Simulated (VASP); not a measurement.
# TaAs (I4_1md) in VASP: single point with BLYP

Aim: the single point of TaAs with BLYP.

All numbers are computed with VASP 6.6.1; they aren't measurements. Logs are shortened: lines on timing, memory, paths and dates and some standing lists are left out, and cuts for length are marked.

## (1) The cell of the first run

The structure is tetragonal, space group I4_1md (No. 109). Conventional cell: a = 3.505 Å, b = 3.505 Å, c = 12.001 Å, α = 90.00°, β = 90.00°, γ = 90.00°. Ta (site symmetry 2mm) has 6 As at 2.66 to 2.67 Å and 8 Ta at 3.47 to 3.51 Å within 3.6 Å. Within 3.6 Å of As (site symmetry 2mm) lie 6 Ta at 2.66 to 2.67 Å and 8 As at 3.47 to 3.51 Å.

## (2) Single point, BLYP

The input, INCAR:

```
AGGAC = 1.0
AGGAX = 1.0
ALDAC = 0.0
ALDAX = 1.0
ALGO = Normal
EDIFF = 1E-6
ENCUT = 520
GGA = B5
ISIF = 2
ISMEAR = -1
LASPH = True
LCHARG = False
LREAL = False
LWAVE = False
NBANDS = 24
NELM = 60
PREC = Accurate
SIGMA = 0.05
```

The input, KPOINTS:

```
k-points
0
Gamma
  11 11 11
```

The input, POSCAR:

```
TaAs
1.0
   -1.7527097549      1.7527097549      6.0002520103
    1.7527097549     -1.7527097549      6.0002520103
    1.7527097549      1.7527097549     -6.0002520103
Ta As
2 2
Direct
    0.4998593912      0.4998593912      0.0000000000
    0.2498593912      0.7498593912      0.5000000000
    0.0827400288      0.0827400288      0.0000000000
    0.8327400288      0.3327400288      0.5000000000
```

Potentials or basis: VASP PAW PBE potentials, release 64 (Ta_pv, As).

Command:

```bash
$ cat potpaw_PBE.64/Ta_pv/POTCAR potpaw_PBE.64/As/POTCAR > POTCAR
$ mpirun -np 1 vasp_std > vasp.out
```

OUTCAR:

```text
EDIFF = 1E-6
   ENCUT = 520
   GGA = B5
   ISIF = 2
   ISMEAR = -1
   LASPH = True
   LREAL = False
   NELM = 60
   PREC = Accurate

 ion  position               nearest neighbor table
   1  0.500  0.500  0.000-   4 2.66   4 2.66   3 2.67   3 2.67   3 2.67   3 2.67   2 3.47   2 3.47
                             2 3.47   2 3.47
   2  0.250  0.750  0.500-   3 2.66   3 2.66   4 2.67   4 2.67   4 2.67   4 2.67   1 3.47   1 3.47
                             1 3.47   1 3.47
   3  0.083  0.083  0.000-   2 2.66   2 2.66   1 2.67   1 2.67   1 2.67   1 2.67
   4  0.833  0.333  0.500-   1 2.66   1 2.66   2 2.67   2 2.67   2 2.67   2 2.67

  LATTYP: Found a body centered tetragonal cell.
 ALAT       =     3.5054195098
 C/A-ratio  =     3.4234145120

  Lattice vectors:

 A1 = (  -1.7527097549,   1.7527097549,   6.0002520103)
 A2 = (   1.7527097549,  -1.7527097549,   6.0002520103)
 A3 = (   1.7527097549,   1.7527097549,  -6.0002520103)

Analysis of symmetry for initial positions (statically):
=====================================================================
 Subroutine PRICEL returns:
 Original cell was already a primitive cell.

 Routine SETGRP: Setting up the symmetry group for a
 body centered tetragonal supercell.

 Subroutine GETGRP returns: Found  8 space group operations
 (whereof  4 operations were pure point group operations)
 out of a pool of 16 trial point group operations.

The static configuration has the point symmetry C_2v.
 The point group associated with its full space group is C_4v.

Analysis of symmetry for dynamics (positions and initial velocities):
=====================================================================
 Subroutine PRICEL returns:
 Original cell was already a primitive cell.

 Routine SETGRP: Setting up the symmetry group for a
 body centered tetragonal supercell.

 Subroutine GETGRP returns: Found  8 space group operations
 (whereof  4 operations were pure point group operations)
 out of a pool of 16 trial point group operations.

The dynamic configuration has the point symmetry C_2v.
 The point group associated with its full space group is C_4v.

 Subroutine INISYM returns: Found  8 space group operations
 (whereof  4 operations are pure point group operations),
 and found     1 'primitive' translations

----------------------------------------------------------------------------------------

                                     Primitive cell

  volume of cell :      73.7309

  direct lattice vectors                    reciprocal lattice vectors
    -1.752709755  1.752709755  6.000252010     0.000000000  0.285272561  0.083329833
     1.752709755 -1.752709755  6.000252010     0.285272561  0.000000000  0.083329833
     1.752709755  1.752709755 -6.000252010     0.285272561  0.285272561  0.000000000

  length of vectors
     6.492072640  6.492072640  6.492072640     0.297194036  0.297194036  0.403436324

  position of ions in fractional coordinates (direct lattice)
     0.499859391  0.499859391  0.000000000
     0.249859391  0.749859391  0.500000000
     0.082740029  0.082740029  0.000000000
     0.832740029  0.332740029  0.500000000

  ion indices of the primitive-cell ions
   primitive index   ion index
                 1           1
                 2           2
                 3           3
                 4           4

----------------------------------------------------------------------------------------

 KPOINTS: k-points

Automatic generation of k-mesh.
 Grid dimensions read from file:
 generate k-points for:   11   11   11

 Generating k-lattice:

  Cartesian coordinates                     Fractional coordinates (reciprocal lattice)
     0.000000000  0.025933869  0.007575439     0.090909091 -0.000000000  0.000000000
     0.025933869  0.000000000  0.007575439    -0.000000000  0.090909091  0.000000000
     0.025933869  0.025933869  0.000000000     0.000000000  0.000000000  0.090909091

  Length of vectors
     0.027017640  0.027017640  0.036676029

  Shift w.r.t. Gamma in fractional coordinates (k-lattice)
     0.000000000  0.000000000  0.000000000

 Subroutine IBZKPT returns following result:
 ===========================================

 Found    126 irreducible k-points:

 Following reciprocal coordinates:
            Coordinates               Weight
  0.000000  0.000000  0.000000      1.000000
  0.090909  0.000000  0.000000      8.000000
  0.181818  0.000000  0.000000      8.000000
  0.272727 -0.000000  0.000000      8.000000
  0.363636  0.000000 -0.000000      8.000000
  0.454545  0.000000 -0.000000      8.000000
[... 16 lines left out ...]
 -0.272727  0.181818 -0.000000     16.000000
 -0.181818  0.181818  0.000000      4.000000
 [... further k-points ...]
   k-points           NKPTS =    126   k-points in BZ     NKDIM =    126   number of bands    NBANDS=     24
   number of dos      NEDOS =    301   number of ions     NIONS =      4
   total plane-waves  NPLWV = 110592
   dimension x,y,z NGX =    48 NGY =   48 NGZ =   48
   dimension x,y,z NGXF=    96 NGYF=   96 NGZF=   96
   ions per type =               2   2
   NGX,Y,Z   is equivalent  to a cutoff of  12.29, 12.29, 12.29 a.u.
   NGXF,Y,Z  is equivalent  to a cutoff of  24.58, 24.58, 24.58 a.u.
 SYSTEM =  unknown system
   PREC   = accura    normal or accurate (medium, high low for compatibility)
   ISTART =      0    job   : 0-new  1-cont  2-samecut
   ICHARG =      2    charge: 1-file 2-atom 10-const
   ISPIN  =      1    spin polarized calculation?
   LNONCOLLINEAR =      F non collinear calculations
   LSORBIT =      F    spin-orbit coupling
   LASPH  =      T    aspherical Exc in radial PAW
   ENCUT  =  520.0 eV  38.22 Ry    6.18 a.u.  12.07 12.07 12.07*2*pi/ulx,y,z
   NELM   =     60;   NELMIN=  2; NELMDL= -5     # of ELM steps
   EDIFF  = 0.1E-05   stopping-criterion for ELM
   LREAL  =      F    real-space projection
   EDIFFG = 0.1E-04   stopping-criterion for IOM
   NSW    =      0    number of steps for IOM
   IBRION =     -1    ionic relax: 0-MD 1-quasi-New 2-CG
   NFREE  =      0    steps in history (QN), initial steepest desc. (CG)
   ISIF   =      2    stress and relaxation
   ISYM   =      2    0-nonsym 1-usesym 2-fastsym
   POTIM  = 0.5000    time-step for ionic-motion
   TEBEG  =    0.0;   TEEND  =   0.0 temperature during run
   PSTRESS=    0.0 pullay stress
   NELECT =      32.0000    total number of electrons
   NUPDOWN=      -1.0000    fix difference up-down
   EMIN   =  10.00;   EMAX   =-10.00  energy-range for DOS
   EFERMI =   0.00;   METHOD = LEGACY
   ISMEAR =    -1;   SIGMA  =   0.05  broadening in eV -4-tet -1-fermi 0-gaus
   EFERMI_NEDOS =   21; number of points for ismear=-14 and -15
   IALGO  =     38    algorithm
   IMIX   =      4    mixing-type and parameters
     AMIX     =   0.40;   BMIX     =  1.00
     AMIX_MAG =   1.60;   BMIX_MAG =  1.00
  volume/ion in A,a.u.               =      18.43       124.39
  Fermi-wavevector in a.u.,A,eV,Ry     =   1.239486  2.342289 20.902981  1.536326
  Thomas-Fermi vector in A             =   2.373967
   LORBIT       =      0    0 simple, 1 ext, 2 COOP (PROOUT), +10 PAW based schemes
   GGA     = B5    functional components
   LHFCALC =     F    Hartree Fock is set to
   AEXX    =    0.0000 exact exchange contribution
   IVDW    =     0    specifies the selected vdW correction
   LEPSILON=     F    determine dielectric tensor
   LRPA    =     F    only Hartree local field effects (RPA)
 non-spin polarized calculation
  energy-cutoff  :      520.00
  volume of cell :       73.73
 maximum number of plane-waves:      2030
   NGX = 25   NGY = 25   NGZ = 25

 number of electron      31.9999998 magnetization

 Free energy of the ion-electron system (eV)
  ---------------------------------------------------
  ext. energy  EPLUGINS =         0.00000000
  ---------------------------------------------------
  free energy    TOTEN  =       -30.26498633 eV

  energy without entropy =      -30.25997363  energy(sigma->0) =      -30.26247998

 E-fermi :   6.9071     XC(G=0): -10.9614

 val. band max:        6.8949851961   @ k =  -0.2727   0.4545   0.2727
 cond. band min:       6.9163433400   @ k =  -0.1818  -0.4545   0.1818
 fundamental gap:      0.0213581440
 Fermi energy:         6.9070558540

 k-point     1 :       0.0000    0.0000    0.0000
  band No.  band energies     occupation
      1     -28.0208      2.00000
      2     -28.0152      2.00000
      3     -28.0152      2.00000
      4     -27.8745      2.00000
      5     -27.8745      2.00000
      6     -27.8350      2.00000
[... 16 lines left out ...]
     23      10.7257      0.00000
     24      10.7540      0.00000

 k-point     2 :       0.0909    0.0000    0.0000
  band No.  band energies     occupation
      1     -28.0289      2.00000
      2     -28.0143      2.00000
      3     -28.0137      2.00000
      4     -27.8845      2.00000
      5     -27.8734      2.00000
      6     -27.8359      2.00000
[... 16 lines left out ...]
     23      10.3819      0.00000
     24      11.0721      0.00000

 k-point     3 :       0.1818    0.0000    0.0000
  band No.  band energies     occupation
      1     -28.0567      2.00000
      2     -28.0117      2.00000
      3     -28.0032      2.00000
      4     -27.9100      2.00000
      5     -27.8704      2.00000
      6     -27.8399      2.00000
[... 16 lines left out ...]
     23      10.7838      0.00000
     24      11.8437      0.00000
[... 514 lines left out ...]
 k-point    23 :      -0.2727    0.1818   -0.0000
  band No.  band energies     occupation
      1     -28.0881      2.00000
      2     -28.0478      2.00000
      3     -27.9819      2.00000
      4     -27.9371      2.00000
      5     -27.9010      2.00000
      6     -27.8419      2.00000
[... 16 lines left out ...]
     23      10.8854      0.00000
     24      12.2772      0.00000

 k-point    24 :      -0.1818    0.1818    0.0000
  band No.  band energies     occupation
      1     -28.0528      2.00000
      2     -28.0512      2.00000
      3     -27.9930      2.00000
      4     -27.9093      2.00000
      5     -27.9024      2.00000
      6     -27.8375      2.00000
[... 16 lines left out ...]
     23      10.5298      0.00000
     24      11.8648      0.00000

 [... further k-points ...]

------------------------ aborting loop because EDIFF is reached ----------------------------------------

  FORCE on cell =-STRESS in cart. coord.  units (eV):
  Direction    XX          YY          ZZ          XY          YZ          ZX
  --------------------------------------------------------------------------------------
  -------------------------------------------------------------------------------------
  Total        0.4920892      0.4920892      0.4243742      0.0000000      0.0000000      0.0000000
  in kB       10.6931328     10.6931328      9.2216799      0.0000000      0.0000000      0.0000000
  external PRESSURE =      10.2026485 kB  Pullay stress =       0.0000000 kB

 VOLUME and BASIS-vectors are now :
 -----------------------------------------------------------------------------
  energy-cutoff  :      520.00
  volume of cell :       73.73
      direct lattice vectors                 reciprocal lattice vectors
    -1.752709755  1.752709755  6.000252010     0.000000000  0.285272561  0.083329833
     1.752709755 -1.752709755  6.000252010     0.285272561  0.000000000  0.083329833
     1.752709755  1.752709755 -6.000252010     0.285272561  0.285272561  0.000000000

 POSITION                                       TOTAL-FORCE (eV/Angst)
 -----------------------------------------------------------------------------------
      0.00000      0.00000      5.99856        -0.000000     -0.000000      0.002651
      1.75271     -0.00000      2.99844         0.000000      0.000000      0.002651
      0.00000      0.00000      0.99292        -0.000000     -0.000000     -0.002651
      0.00000      1.75271      3.99305         0.000000      0.000000     -0.002651
 -----------------------------------------------------------------------------------
    total drift:                                0.000000      0.000000     -0.000224

  FREE ENERGIE OF THE ION-ELECTRON SYSTEM (eV)
  ---------------------------------------------------
  free  energy   TOTEN  =       -30.2649863251 eV

  energy  without entropy=      -30.2599736266  energy(sigma->0) =      -30.26247998
```

Wall time 7.8 min (1 thread of Intel Xeon Platinum 8259CL at 2.50GHz (Skylake/Cascade Lake), shared host); peak memory 0.45 GiB.

What came out:

| Quantity | Value |
| --- | --- |
| Free energy | -30.2650 eV |
| Pressure | 1.0 GPa |
| Band gap on the k mesh | zero (bands 16 and 17 overlap by 0.04 eV) |

Forces in eV/Å, atoms in the order of the input:
```
Ta   0.000  0.000  0.003
Ta   0.000  0.000  0.003
As   0.000  0.000 -0.003
As   0.000  0.000 -0.003
```

Stress tensor (GPa, compression positive):
```
1.07 0.00 0.00
0.00 1.07 0.00
0.00 0.00 0.92
```

Caveat: the PAW data sets were made with another functional, which shifts forces and pressure a little; spin-orbit coupling is left out, which moves the levels of the heavy elements.
